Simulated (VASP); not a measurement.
**BAs: single point with r2SCAN0**

Crystal: BAs.

```
As B
1.0
     0.00000    2.35622    2.35622
     2.35622    0.00000    2.35622
     2.35622    2.35622    0.00000
As B
1 1
Direct
  0.75000 0.75000 0.75000
  0.00000 0.00000 0.00000
```

```json
{"Program": "VASP 6.6.1", "Task": "single point", "Functional": "r2SCAN0", "Potentials or basis": "VASP PAW PBE potentials, release 64 (As, B)", "Cutoff": "520 eV", "k mesh": "5 × 5 × 5", "Occupations": "fermi-dirac, width 0.05 eV", "Spin": "no spin polarisation", "Dipole correction": "no", "Grid for exact exchange (PRECFOCK)": "Normal", "Further INCAR settings": "ALGO = Normal; EDIFF = 1e-06; NBANDS = 11", "Share of exact exchange": "0.25"}
```

```yaml
Pressure: 4.6 GPa
Band_gap_on_the_k_mesh: 2.63 eV (least direct gap 4.96 eV)
```

Levels at points of the mesh, in eV from the valence-band top:
```tsv
k point	band 1	band 2	band 3	band 4	band 5	band 6	band 7	band 8
(0.00, 0.00, 0.00)	-17.93	0.00	0.00	0.00	4.96	4.96	4.96	7.44
```

Wall time 2.7 min on 1 thread of AMD EPYC 7R13 Processor (Zen 3) (shared host), peak memory 0.14 GiB.

Caveat: the k points lie up to 0.46 Å⁻¹ apart; the PAW data sets were made with another functional, which shifts forces and pressure a little; an odd mesh through Γ misses points on the zone boundary, where band edges can lie.
